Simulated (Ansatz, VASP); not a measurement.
**WS2: VASP beside Ansatz**

```
S W
1.0
     3.15955    0.00000    0.00000
    -1.57977    2.73625    0.00000
     0.00000    0.00000   23.80426
S W
4 2
Direct
  0.33333 0.66667 0.18904
  0.33333 0.66667 0.32146
  0.50000 0.66667 0.52058
  0.50000 0.66667 0.65300
  0.66667 0.33333 0.25525
  0.83333 0.33333 0.58679
```

Alike in both runs: task single point; functional PBE; dispersion D3(BJ); k mesh 9 × 9 × 1; occupations gaussian, width 0.05 eV; no spin polarisation.

|  | VASP | Ansatz |
| --- | --- | --- |
| version | VASP 6.6.1 | Ansatz 0.2.0 |
| potentials or method | VASP PAW PBE potentials, release 64 (S, W_sv), cutoff 520 eV | scalar-relativistic, plane waves, PAW |
| valence electrons in the cell | 52 | 52 |

Ansatz gave:

| Quantity | Value |
| --- | --- |
| gap on the k mesh at the Fermi level (eV) | 1.92 |
| least direct gap on the mesh (eV) | 1.92 |
| rms of the force components (eV/Å) | 0.016 |

Task: Which values does VASP return?

Result: gap on the k mesh at the Fermi level (eV): 1.92; least direct gap on the mesh (eV): 1.92; rms of the force components (eV/Å): 0.017.

Neither program's run includes spin-orbit coupling.
